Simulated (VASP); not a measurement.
# La (Im-3m) in VASP: notebook

La is run at these levels: PBEsol; tasks: single point.

All numbers are computed with VASP 6.6.1; they aren't measurements. Logs are shortened: lines on timing, memory, paths and dates and some standing lists are left out, and cuts for length are marked.

**1. The cell of the first run**

Symmetry: Im-3m, No. 229, cubic system. Conventional cell: a = 3.600 Å, b = 3.600 Å, c = 3.600 Å, α = 90.00°, β = 90.00°, γ = 90.00°. Within 4.1 Å of La (site symmetry m-3m) lie 14 La at 3.12 to 3.60 Å.

This isn't the form of La at room conditions, which is double hcp.

**2. Single point, PBEsol**

Contents of INCAR:

```
PREC = Accurate ; ENCUT = 520
EDIFF = 1E-6 ; ISMEAR = 0
SIGMA = 0.05 ; LREAL = F
LASPH = T ; NELM = 100
ALGO = Normal ; ISIF = 2
LWAVE = F ; LCHARG = F
GGA = PS ; NBANDS = 12
```

Contents of KPOINTS:

```
Automatic mesh
0
Gamma
  7 7 7
```

Contents of POSCAR:

```
La
1.0
    3.1178768900     -0.0000000173     -0.0000000299
   -1.0392922804      2.9395625282     -0.0000000299
   -1.0392922804     -1.4697812209      2.5457358503
La
1
Direct
    0.0000000000      0.0000000000      0.0000000000
```

Potentials or basis: VASP PAW PBE potentials, release 64 (La).

Launch:

```bash
$ cat potpaw_PBE.64/La/POTCAR > POTCAR
$ mpirun -np 1 vasp_std > vasp.out
```

OUTCAR:

```text
PREC = Accurate
   ENCUT = 520
   EDIFF = 1E-6
   ISMEAR = 0
   LREAL = F
   LASPH = T
   NELM = 100
   ISIF = 2
   GGA = PS

 ion  position               nearest neighbor table
   1  0.000  0.000  0.000-

  LATTYP: Found a body centered cubic cell.
 ALAT       =     3.6002141234

  Lattice vectors:

 A1 = (   3.1178768900,  -0.0000000173,  -0.0000000299)
 A2 = (  -1.0392922804,   2.9395625282,  -0.0000000299)
 A3 = (  -1.0392922804,  -1.4697812209,   2.5457358503)

Analysis of symmetry for initial positions (statically):
=====================================================================
 Subroutine PRICEL returns:
 Original cell was already a primitive cell.

 Routine SETGRP: Setting up the symmetry group for a
 body centered cubic supercell.

 Subroutine GETGRP returns: Found 48 space group operations
 (whereof 48 operations were pure point group operations)
 out of a pool of 48 trial point group operations.

The static configuration has the point symmetry O_h .

Analysis of symmetry for dynamics (positions and initial velocities):
=====================================================================
 Subroutine PRICEL returns:
 Original cell was already a primitive cell.

 Routine SETGRP: Setting up the symmetry group for a
 body centered cubic supercell.

 Subroutine GETGRP returns: Found 48 space group operations
 (whereof 48 operations were pure point group operations)
 out of a pool of 48 trial point group operations.

The dynamic configuration has the point symmetry O_h .

 Subroutine INISYM returns: Found 48 space group operations
 (whereof 48 operations are pure point group operations),
 and found     1 'primitive' translations

----------------------------------------------------------------------------------------

                                     Primitive cell

  volume of cell :      23.3322

  direct lattice vectors                    reciprocal lattice vectors
     3.117876890 -0.000000017 -0.000000030     0.320731075  0.113395559  0.196406864
    -1.039292280  2.939562528 -0.000000030     0.000000004  0.340186678  0.196406864
    -1.039292280 -1.469781221  2.545735850     0.000000004  0.000000005  0.392813737

  length of vectors
     3.117876890  3.117876890  3.117876890     0.392813737  0.392813737  0.392813737

  position of ions in fractional coordinates (direct lattice)
     0.000000000  0.000000000  0.000000000

  ion indices of the primitive-cell ions
[... 75 lines left out ...]
   ISIF   =      2    stress and relaxation
   ISYM   =      2    0-nonsym 1-usesym 2-fastsym
   POTIM  = 0.5000    time-step for ionic-motion
   TEBEG  =    0.0;   TEEND  =   0.0 temperature during run
   PSTRESS=    0.0 pullay stress
   NELECT =      11.0000    total number of electrons
   NUPDOWN=      -1.0000    fix difference up-down
   EMIN   =  10.00;   EMAX   =-10.00  energy-range for DOS
   EFERMI =   0.00;   METHOD = LEGACY
   ISMEAR =     0;   SIGMA  =   0.05  broadening in eV -4-tet -1-fermi 0-gaus
   EFERMI_NEDOS =   21; number of points for ismear=-14 and -15
   IALGO  =     38    algorithm
   IMIX   =      4    mixing-type and parameters
     AMIX     =   0.40;   BMIX     =  1.00
     AMIX_MAG =   1.60;   BMIX_MAG =  1.00
  volume/ion in A,a.u.               =      23.33       157.45
  Fermi-wavevector in a.u.,A,eV,Ry     =   1.274150  2.407795 22.088507  1.623459
  Thomas-Fermi vector in A             =   2.406934
   LORBIT       =      0    0 simple, 1 ext, 2 COOP (PROOUT), +10 PAW based schemes
   GGA     = PS    functional components
   LHFCALC =     F    Hartree Fock is set to
   AEXX    =    0.0000 exact exchange contribution
   IVDW    =     0    specifies the selected vdW correction
   LEPSILON=     F    determine dielectric tensor
   LRPA    =     F    only Hartree local field effects (RPA)
 non-spin polarized calculation
 Gauss-broadening in eV      SIGMA  =   0.05
  energy-cutoff  :      520.00
  volume of cell :       23.33
 maximum number of plane-waves:       643
   NGX = 11   NGY = 11   NGZ = 11

 number of electron      11.0000001 magnetization

 Free energy of the ion-electron system (eV)
  ---------------------------------------------------
  ext. energy  EPLUGINS =         0.00000000
  ---------------------------------------------------
  free energy    TOTEN  =        -4.62183532 eV

  energy without entropy =       -4.61784667  energy(sigma->0) =       -4.61984100

 E-fermi :  13.0905     XC(G=0): -11.7539

 val. band max:       13.0664162109   @ k =  -0.4286  -0.4286   0.1429
 cond. band min:      13.1224710685   @ k =   0.1429   0.1429   0.0000
 fundamental gap:      0.0560548576
 Fermi energy:        13.0904818975

 k-point     1 :       0.0000    0.0000    0.0000
  band No.  band energies     occupation
      1     -19.7774      2.00000
      2      -0.7476      2.00000
      3      -0.7476      2.00000
      4      -0.7476      2.00000
      5      11.2822      2.00000
      6      14.9518      0.00000
      7      14.9518      0.00000
      8      14.9518      0.00000
      9      15.0318      0.00000
     10      15.0318      0.00000
     11      15.0318      0.00000
     12      16.8638      0.00000
[... 271 lines left out ...]
 k-point    20 :      -0.4286    0.4286    0.4286
  band No.  band energies     occupation
      1     -18.0324      2.00000
      2      -3.8079      2.00000
      3      -3.6067      2.00000
      4      -3.6067      2.00000
      5       9.5963      2.00000
      6      10.0686      2.00000
      7      15.4193      0.00000
      8      15.9900      0.00000
      9      15.9900      0.00000
     10      16.0356      0.00000
     11      16.9686      0.00000
     12      16.9735      0.00000

------------------------ aborting loop because EDIFF is reached ----------------------------------------

  FORCE on cell =-STRESS in cart. coord.  units (eV):
  Direction    XX          YY          ZZ          XY          YZ          ZX
  --------------------------------------------------------------------------------------
  -------------------------------------------------------------------------------------
  Total        2.9674784      2.9674784      2.9674784     -0.0000000      0.0000000     -0.0000000
  in kB      203.7713649    203.7713649    203.7713648     -0.0000000      0.0000000     -0.0000000
  external PRESSURE =     203.7713649 kB  Pullay stress =       0.0000000 kB

 VOLUME and BASIS-vectors are now :
 -----------------------------------------------------------------------------
  energy-cutoff  :      520.00
  volume of cell :       23.33
      direct lattice vectors                 reciprocal lattice vectors
     3.117876890 -0.000000017 -0.000000030     0.320731075  0.113395559  0.196406864
    -1.039292280  2.939562528 -0.000000030     0.000000004  0.340186678  0.196406864
    -1.039292280 -1.469781221  2.545735850     0.000000004  0.000000005  0.392813737

 POSITION                                       TOTAL-FORCE (eV/Angst)
 -----------------------------------------------------------------------------------
      0.00000      0.00000      0.00000        -0.000000     -0.000000     -0.000000
 -----------------------------------------------------------------------------------
    total drift:                               -0.000000      0.000000      0.000000

  FREE ENERGIE OF THE ION-ELECTRON SYSTEM (eV)
  ---------------------------------------------------
  free  energy   TOTEN  =        -4.6218353242 eV

  energy  without entropy=       -4.6178466661  energy(sigma->0) =       -4.61984100
```

It took 7.7 s on 1 thread of Intel Xeon Platinum 8559C (Emerald Rapids), shared host; peak memory 0.15 GiB.

What came out:

- Free energy: -4.6218 eV
- Pressure: 20.4 GPa
- Band gap on the k mesh: zero (an odd number of electrons rules out a gap without spin polarisation)

Caveat: the cell stands under pressure; the PAW data sets were made with another functional, which shifts forces and pressure a little; spin-orbit coupling is left out, which moves the levels of the heavy elements.

**3. Single point, PBEsol**

This run uses another cell than the first one, of 21.06 Å³/atom.

Contents of INCAR:

```
  PREC = Accurate
  ENCUT = 520
  EDIFF = 1E-6
  ISMEAR = 0
  SIGMA = 0.05
  LREAL = F
  LASPH = T
  NELM = 60
  ALGO = Normal
  ISIF = 2
  LWAVE = F
  LCHARG = T
  GGA = PS
  LELF = T
  LVHAR = T
  NBANDS = 12
```

Contents of KPOINTS:

```
regular mesh
0
Gamma
  7 7 7
```

Contents of POSCAR:

```
La
1.0
    3.0133585185     -0.0000000167     -0.0000000289
   -1.0044528238      2.8410216624     -0.0000000289
   -1.0044528238     -1.4205107895      2.4603969564
La
1
Direct
    0.0000000000      0.0000000000      0.0000000000
```

Potentials or basis: VASP PAW PBE potentials, release 64 (La).

Launch:

```bash
$ cat potpaw_PBE.64/La/POTCAR > POTCAR
$ mpirun -np 1 vasp_std > vasp.out
```

It used 4.6 s of CPU time on 1 thread of Intel(R) Xeon(R) Platinum 8559C (Emerald Rapids), on a shared host.

The run converged. Its results:

```yaml
Free_energy: -4.2748 eV
Pressure: 30.3 GPa
Band_gap_on_the_k_mesh: zero (an odd number of electrons rules out a gap without spin polarisation)
```

Levels at points of the mesh, in eV from the Fermi level:
```
           k point  band 2  band 3  band 4  band 5  band 6  band 7  band 8  band 9
(0.00, 0.00, 0.00)  -13.28  -13.28  -13.28   -1.05    1.83    1.83    1.83    2.04
```

Caveat: the k points lie up to 0.36 Å⁻¹ apart, too coarse for converged energies and pressures of a metal; the PAW data sets were made with another functional, which shifts forces and pressure a little; spin-orbit coupling is left out, which moves the levels of the heavy elements.

**4. Single point, PBEsol**

This run uses another cell than the first one, of 27.18 Å³/atom.

Contents of INCAR:

```
PREC = Accurate ; ENCUT = 520
EDIFF = 1E-7 ; ISMEAR = 0
SIGMA = 0.05 ; LREAL = False
LASPH = True ; NELM = 60
ALGO = Normal ; ISIF = 2
LWAVE = False ; LCHARG = False
GGA = PS ; NBANDS = 12
```

Contents of KPOINTS:

```
Automatic mesh
0
Gamma
  7 7 7
```

Contents of POSCAR:

```
La
1.0
    3.2807795306     -0.0000000182     -0.0000000315
   -1.0935931597      3.0931486109     -0.0000000315
   -1.0935931597     -1.5465742600      2.6787453009
La
1
Direct
    0.0000000000      0.0000000000      0.0000000000
```

Launch:

```bash
$ cat potpaw_PBE.64/La/POTCAR > POTCAR
$ mpirun -np 1 vasp_std > vasp.out
```

Wall time 8.4 s (1 thread of Intel Xeon Platinum 8559C (Emerald Rapids), shared host); peak memory 0.15 GiB.

The run converged. Its results:

* Free energy: -4.9885 eV
* Pressure: 10.2 GPa
* Band gap on the k mesh: zero (an odd number of electrons rules out a gap without spin polarisation)

Levels at points of the mesh, in eV from the Fermi level:
| k point | band 2 | band 3 | band 4 | band 5 | band 6 | band 7 | band 8 | band 9 |
| --- | --- | --- | --- | --- | --- | --- | --- | --- |
| (0.00, 0.00, 0.00) | -14.55 | -14.55 | -14.55 | -2.57 | 1.81 | 1.81 | 1.81 | 1.84 |

Caveat: the cell stands under pressure; the PAW data sets were made with another functional, which shifts forces and pressure a little; spin-orbit coupling is left out, which moves the levels of the heavy elements.

**5. The runs side by side**

```tsv
cell	gap on the mesh (eV)	pressure (GPa)
a = 3.118 Å, angles 109.5°, 1 atom	none	20.4
a = 3.013 Å, angles 109.5°, 1 atom	none	30.3
a = 3.281 Å, angles 109.5°, 1 atom	none	10.2
```

Alike in all rows: task single point; level PBEsol; potentials or basis VASP PAW PBE potentials, release 64 (La); no spin polarisation; k mesh 7 × 7 × 7; cutoff (eV) 520; smearing gaussian 0.05 eV.

Caveats: some runs use coarse meshes; the PAW data sets were made with another functional, which shifts forces and pressure a little; spin-orbit coupling is left out, which moves the levels of the heavy elements; the cell stands under pressure (at least some runs).

Absolute energies hang on the potentials; compare differences alone.
